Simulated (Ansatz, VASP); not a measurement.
One calculation of NaCl, two programs

```xyz
2
Lattice="3.4595 0.0000 0.0000 0.0000 3.4595 0.0000 0.0000 0.0000 3.4595" Properties=species:S:1:pos:R:3 pbc="T T T"
Na    0.0000    0.0000    0.0000
Cl    1.7298    1.7298    1.7298
```

Alike in both runs: task single point; functional PBE; k mesh 8 × 8 × 8; occupations fermi-dirac, width 0.02 eV; no spin polarisation.

|  | VASP | Ansatz |
| --- | --- | --- |
| version | VASP 6.6.1 | Ansatz 0.2.0 |
| potentials or method | VASP PAW PBE potentials, release 64 (Na_pv, Cl) | plane waves, PAW |
| plane-wave cutoff (eV) | 520 | 420 |
| valence electrons in the cell | 14 | 16 |

|  | VASP | Ansatz | Ansatz less VASP |
| --- | --- | --- | --- |
| gap on the k mesh at the Fermi level (eV) | 4.10 | 4.10 | 0.000 |
| pressure (GPa) | 1.1 | 1.2 | +0.05 |

The functional is the same, so the differences come from potentials, cutoffs and numerics. VASP's potentials hold 14 valence electrons a cell and Ansatz's 16, so a difference there can come from the potentials and not from the codes.
